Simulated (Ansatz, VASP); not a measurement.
# NbH2: VASP beside Ansatz

```
Nb H
1.0
     0.00000    2.25896    2.25896
     2.25896    0.00000    2.25896
     2.25896    2.25896    0.00000
Nb H
1 2
Direct
  0.00000 0.00000 0.00000
  0.25000 0.25000 0.25000
  0.75000 0.75000 0.75000
```

Alike in both runs: task single point; functional PBEsol; k mesh 12 × 12 × 12; occupations gaussian, width 0.05 eV; no spin polarisation.

|  | VASP | Ansatz |
| --- | --- | --- |
| version | VASP 6.6.1 | Ansatz 0.2.0 |
| potentials or method | VASP PAW PBE potentials, release 64 (Nb_sv, H), cutoff 520 eV | scalar-relativistic, plane waves, PAW |
| valence electrons in the cell | 15 | 15 |

Ansatz gave:

* gap on the k mesh at the Fermi level (eV): none
* pressure (GPa): 0.0

Which values does VASP return?

gap on the k mesh at the Fermi level (eV): none; pressure (GPa): -0.5.

VASP's potentials were made for PBE, not for PBEsol. A gap of «none» marks a metal or a gap that the smearing closes.
